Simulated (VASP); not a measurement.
# SrC2 (I4/mmm) in VASP: single point with LDA

Aim: the single point of SrC2 with LDA.

Program: VASP 6.6.1. These are calculated values, not measurements. Logs are shortened: lines on timing, memory, paths and dates and some standing lists are left out, and cuts for length are marked.

## (1) The cell of the first run

It takes space group I4/mmm (No. 139, tetragonal). Conventional cell: a = 3.991 Å, b = 3.991 Å, c = 6.685 Å, α = 90.00°, β = 90.00°, γ = 90.00°. Sr (site symmetry 4/mmm) has 10 C at 2.72 to 2.89 Å within 3.6 Å. Within 1.7 Å of C (site symmetry 4mm) lie 1 C at 1.25 Å.

## (2) Single point, LDA

File INCAR:

```
SYSTEM = SrC2
PREC     = Accurate       ! precision mode
ENCUT    = 1300           ! plane-wave cutoff, eV
EDIFF    = 1E-6           ! SCF threshold, eV
ISMEAR   = 0              ! smearing method
SIGMA    = 0.02           ! smearing width, eV
LREAL    = .False.        ! projectors in reciprocal space
LASPH    = .True.         ! aspherical terms in the spheres
NELM     = 120            ! most SCF steps
ALGO     = Normal         ! electronic algorithm
ISIF     = 2              ! what is computed and relaxed
LWAVE    = .False.        ! write WAVECAR
LCHARG   = .False.        ! write CHGCAR
NBANDS   = 16             ! bands
GGA_COMPAT= .False.
```

File KPOINTS:

```
regular mesh
0
Gamma
  10 10 10
  0 0 0
```

File POSCAR:

```
SrC2
1.0
   -1.9956891563      1.9956891563      3.3423800679
    1.9956891563     -1.9956891563      3.3423800679
    1.9956891563      1.9956891563     -3.3423800679
Sr C
1 2
Direct
    0.0000000000      0.0000000000      0.0000000000
    0.4063771331      0.4063771331      0.0000000000
    0.5936228669      0.5936228669      0.0000000000
```

Potentials or basis: VASP PAW LDA potentials, release 64 (Sr_sv, C_h).

Started as:

```sh
$ cat potpaw_LDA.64/Sr_sv/POTCAR potpaw_LDA.64/C_h/POTCAR > POTCAR
$ mpirun -np 1 vasp_std > vasp.out
```

OUTCAR:

```text
SYSTEM = SrC2
   PREC = Accurate
   ENCUT = 1300
   EDIFF = 1E-6
   ISMEAR = 0
   LREAL = .False.
   LASPH = .True.
   NELM = 120
   ISIF = 2

 ion  position               nearest neighbor table
   1  0.000  0.000  0.000-   2 2.72   3 2.72   3 2.89   2 2.89   3 2.89   3 2.89   3 2.89   2 2.89
                             2 2.89   2 2.89
   2  0.406  0.406  0.000-   3 1.25   1 2.72   1 2.89   1 2.89   1 2.89   1 2.89
   3  0.594  0.594  0.000-   2 1.25   1 2.72   1 2.89   1 2.89   1 2.89   1 2.89

  LATTYP: Found a body centered tetragonal cell.
 ALAT       =     3.9913783126
 C/A-ratio  =     1.6747999343

  Lattice vectors:

 A1 = (  -1.9956891563,   1.9956891563,   3.3423800679)
 A2 = (   1.9956891563,  -1.9956891563,   3.3423800679)
 A3 = (   1.9956891563,   1.9956891563,  -3.3423800679)

Analysis of symmetry for initial positions (statically):
=====================================================================
 Subroutine PRICEL returns:
 Original cell was already a primitive cell.

 Routine SETGRP: Setting up the symmetry group for a
 body centered tetragonal supercell.

 Subroutine GETGRP returns: Found 16 space group operations
 (whereof 16 operations were pure point group operations)
 out of a pool of 16 trial point group operations.

The static configuration has the point symmetry D_4h.

Analysis of symmetry for dynamics (positions and initial velocities):
=====================================================================
 Subroutine PRICEL returns:
 Original cell was already a primitive cell.

 Routine SETGRP: Setting up the symmetry group for a
 body centered tetragonal supercell.

 Subroutine GETGRP returns: Found 16 space group operations
 (whereof 16 operations were pure point group operations)
 out of a pool of 16 trial point group operations.

The dynamic configuration has the point symmetry D_4h.

 Subroutine INISYM returns: Found 16 space group operations
 (whereof 16 operations are pure point group operations),
 and found     1 'primitive' translations

----------------------------------------------------------------------------------------

                                     Primitive cell

  volume of cell :      53.2478

  direct lattice vectors                    reciprocal lattice vectors
    -1.995689156  1.995689156  3.342380068     0.000000000  0.250540019  0.149593999
     1.995689156 -1.995689156  3.342380068     0.250540019  0.000000000  0.149593999
     1.995689156  1.995689156 -3.342380068     0.250540019  0.250540019  0.000000000

  length of vectors
     4.374591974  4.374591974  4.374591974     0.291802443  0.291802443  0.354317093

  position of ions in fractional coordinates (direct lattice)
     0.000000000  0.000000000  0.000000000
     0.406377133  0.406377133  0.000000000
     0.593622867  0.593622867  0.000000000

  ion indices of the primitive-cell ions
   primitive index   ion index
                 1           1
                 2           2
                 3           3

----------------------------------------------------------------------------------------

 KPOINTS: regular mesh

Automatic generation of k-mesh.
 Grid dimensions read from file:
 generate k-points for:   10   10   10

 Generating k-lattice:

  Cartesian coordinates                     Fractional coordinates (reciprocal lattice)
     0.000000000  0.025054002  0.014959400     0.100000000  0.000000000 -0.000000000
     0.025054002  0.000000000  0.014959400     0.000000000  0.100000000 -0.000000000
     0.025054002  0.025054002  0.000000000     0.000000000  0.000000000  0.100000000

  Length of vectors
     0.029180244  0.029180244  0.035431709

  Shift w.r.t. Gamma in fractional coordinates (k-lattice)
     0.000000000  0.000000000  0.000000000

 Subroutine IBZKPT returns following result:
 ===========================================

 Found    102 irreducible k-points:

 Following reciprocal coordinates:
            Coordinates               Weight
  0.000000  0.000000  0.000000      1.000000
  0.100000 -0.000000  0.000000      8.000000
  0.200000 -0.000000  0.000000      8.000000
  0.300000 -0.000000  0.000000      8.000000
  0.400000 -0.000000  0.000000      8.000000
  0.500000 -0.000000  0.000000      4.000000
[... 16 lines left out ...]
  0.300000  0.300000  0.000000      8.000000
  0.400000  0.300000  0.000000     16.000000
 [... further k-points ...]
   k-points           NKPTS =    102   k-points in BZ     NKDIM =    102   number of bands    NBANDS=     16
   number of dos      NEDOS =    301   number of ions     NIONS =      3
   total plane-waves  NPLWV = 157464
   dimension x,y,z NGX =    54 NGY =   54 NGZ =   54
   dimension x,y,z NGXF=   108 NGYF=  108 NGZF=  108
   ions per type =               1   2
   NGX,Y,Z   is equivalent  to a cutoff of  20.52, 20.52, 20.52 a.u.
   NGXF,Y,Z  is equivalent  to a cutoff of  41.04, 41.04, 41.04 a.u.
 SYSTEM =  SrC2
   PREC   = accura    normal or accurate (medium, high low for compatibility)
   ISTART =      0    job   : 0-new  1-cont  2-samecut
   ICHARG =      2    charge: 1-file 2-atom 10-const
   ISPIN  =      1    spin polarized calculation?
   LNONCOLLINEAR =      F non collinear calculations
   LSORBIT =      F    spin-orbit coupling
   LASPH  =      T    aspherical Exc in radial PAW
   ENCUT  = 1300.0 eV  95.55 Ry    9.77 a.u.  12.86 12.86 12.86*2*pi/ulx,y,z
   NELM   =    120;   NELMIN=  2; NELMDL= -5     # of ELM steps
   EDIFF  = 0.1E-05   stopping-criterion for ELM
   LREAL  =      F    real-space projection
   EDIFFG = 0.1E-04   stopping-criterion for IOM
   NSW    =      0    number of steps for IOM
   IBRION =     -1    ionic relax: 0-MD 1-quasi-New 2-CG
   NFREE  =      0    steps in history (QN), initial steepest desc. (CG)
   ISIF   =      2    stress and relaxation
   ISYM   =      2    0-nonsym 1-usesym 2-fastsym
   POTIM  = 0.5000    time-step for ionic-motion
   TEBEG  =    0.0;   TEEND  =   0.0 temperature during run
   PSTRESS=    0.0 pullay stress
   NELECT =      18.0000    total number of electrons
   NUPDOWN=      -1.0000    fix difference up-down
   EMIN   =  10.00;   EMAX   =-10.00  energy-range for DOS
   EFERMI =   0.00;   METHOD = LEGACY
   ISMEAR =     0;   SIGMA  =   0.02  broadening in eV -4-tet -1-fermi 0-gaus
   EFERMI_NEDOS =   21; number of points for ismear=-14 and -15
   IALGO  =     38    algorithm
   IMIX   =      4    mixing-type and parameters
     AMIX     =   0.40;   BMIX     =  1.00
     AMIX_MAG =   1.60;   BMIX_MAG =  1.00
  volume/ion in A,a.u.               =      17.75       119.78
  Fermi-wavevector in a.u.,A,eV,Ry     =   1.140421  2.155083 17.695187  1.300560
  Thomas-Fermi vector in A             =   2.277123
   LORBIT       =      0    0 simple, 1 ext, 2 COOP (PROOUT), +10 PAW based schemes
   GGA     = CA    functional components
   LHFCALC =     F    Hartree Fock is set to
   AEXX    =    0.0000 exact exchange contribution
   IVDW    =     0    specifies the selected vdW correction
   LEPSILON=     F    determine dielectric tensor
   LRPA    =     F    only Hartree local field effects (RPA)
 non-spin polarized calculation
 Gauss-broadening in eV      SIGMA  =   0.02
  energy-cutoff  :     1300.00
  volume of cell :       53.25
 maximum number of plane-waves:      5698
 NGX is ok and might be reduce to    54
   NGX = 25   NGY = 25   NGZ = 25

 number of electron      18.0000000 magnetization

 Free energy of the ion-electron system (eV)
  ---------------------------------------------------
  ext. energy  EPLUGINS =         0.00000000
  ---------------------------------------------------
  free energy    TOTEN  =       -21.79704601 eV

  energy without entropy =      -21.79704601  energy(sigma->0) =      -21.79704601

 E-fermi :   1.2606     XC(G=0):  -9.6974

 val. band max:        1.1184133333   @ k =  -0.4000  -0.4000   0.4000
 cond. band min:       2.3717881515   @ k =   0.5000   0.5000   0.0000
 fundamental gap:      1.2533748182
 Fermi energy:         1.2605579309

 k-point     1 :       0.0000    0.0000    0.0000
  band No.  band energies     occupation
      1     -31.6603      2.00000
      2     -13.7587      2.00000
      3     -13.7587      2.00000
      4     -13.6525      2.00000
      5     -11.3094      2.00000
      6      -1.2673      2.00000
[... 8 lines left out ...]
     15      11.0802      0.00000
     16      11.1298      0.00000

 k-point     2 :       0.1000   -0.0000    0.0000
  band No.  band energies     occupation
      1     -31.6580      2.00000
      2     -13.8253      2.00000
      3     -13.7571      2.00000
      4     -13.6637      2.00000
      5     -11.2254      2.00000
      6      -1.6268      2.00000
[... 8 lines left out ...]
     15      10.9825      0.00000
     16      11.3590      0.00000

 k-point     3 :       0.2000   -0.0000    0.0000
  band No.  band energies     occupation
      1     -31.6518      2.00000
      2     -13.9899      2.00000
      3     -13.7529      2.00000
      4     -13.6844      2.00000
      5     -11.0227      2.00000
      6      -2.0513      2.00000
[... 8 lines left out ...]
     15      10.5246      0.00000
     16      10.8183      0.00000

 k-point     4 :       0.3000   -0.0000    0.0000
  band No.  band energies     occupation
      1     -31.6442      2.00000
      2     -14.1704      2.00000
      3     -13.7477      2.00000
      4     -13.7066      2.00000
      5     -10.7964      2.00000
      6      -2.4162      2.00000
[... 8 lines left out ...]
     15       9.7080      0.00000
     16      10.2333      0.00000
[... 324 lines left out ...]
 k-point    22 :      -0.2000    0.2000    0.0000
  band No.  band energies     occupation
      1     -31.6467      2.00000
      2     -14.0107      2.00000
      3     -13.8317      2.00000
      4     -13.6815      2.00000
      5     -10.9502      2.00000
      6      -1.4662      2.00000
[... 8 lines left out ...]
     15       9.8336      0.00000
     16      10.9398      0.00000

 k-point    23 :       0.3000    0.3000    0.0000
  band No.  band energies     occupation
      1     -31.6304      2.00000
      2     -14.1022      2.00000
      3     -13.9591      2.00000
      4     -13.7475      2.00000
      5     -10.8305      2.00000
      6      -2.4614      2.00000
[... 8 lines left out ...]
     15      10.2751      0.00000
     16      10.6867      0.00000

 k-point    24 :       0.4000    0.3000    0.0000
  band No.  band energies     occupation
      1     -31.6268      2.00000
      2     -14.1205      2.00000
      3     -13.9569      2.00000
      4     -13.7541      2.00000
      5     -10.8807      2.00000
      6      -2.2571      2.00000
[... 8 lines left out ...]
     15      10.3144      0.00000
     16      10.6207      0.00000

 [... further k-points ...]

------------------------ aborting loop because EDIFF is reached ----------------------------------------

  FORCE on cell =-STRESS in cart. coord.  units (eV):
  Direction    XX          YY          ZZ          XY          YZ          ZX
  --------------------------------------------------------------------------------------
  -------------------------------------------------------------------------------------
  Total        0.0849389      0.0849389      0.1503428      0.0000000     -0.0000000      0.0000000
  in kB        2.5557336      2.5557336      4.5236767      0.0000000     -0.0000000      0.0000000
  external PRESSURE =       3.2117146 kB  Pullay stress =       0.0000000 kB

 VOLUME and BASIS-vectors are now :
 -----------------------------------------------------------------------------
  energy-cutoff  :     1300.00
  volume of cell :       53.25
      direct lattice vectors                 reciprocal lattice vectors
    -1.995689156  1.995689156  3.342380068     0.000000000  0.250540019  0.149593999
     1.995689156 -1.995689156  3.342380068     0.250540019  0.000000000  0.149593999
     1.995689156  1.995689156 -3.342380068     0.250540019  0.250540019  0.000000000

 POSITION                                       TOTAL-FORCE (eV/Angst)
 -----------------------------------------------------------------------------------
      0.00000      0.00000      0.00000         0.000000      0.000000     -0.000000
      0.00000      0.00000      2.71653        -0.000000     -0.000000     -0.036518
      0.00000      0.00000      3.96823         0.000000      0.000000      0.036518
 -----------------------------------------------------------------------------------
    total drift:                               -0.000000     -0.000000      0.000000

  FREE ENERGIE OF THE ION-ELECTRON SYSTEM (eV)
  ---------------------------------------------------
  free  energy   TOTEN  =       -21.7970460073 eV

  energy  without entropy=      -21.7970460073  energy(sigma->0) =      -21.79704601
```

Run time: 5.3 min. Hardware: 1 thread of AMD EPYC 7R43 (Zen 3), shared host; peak memory 0.54 GiB.

What came out:

| Item | Value |
| --- | --- |
| Free energy | -21.7970 eV |
| Pressure | 0.3 GPa |
| Largest force | 0.037 eV/Å |
| Band gap on the k mesh | 1.25 eV (least direct gap 2.15 eV) |

Forces in eV/Å, atoms in the order of the input:
```
Sr   0.000  0.000  0.000
C    0.000  0.000 -0.037
C    0.000  0.000  0.037
```
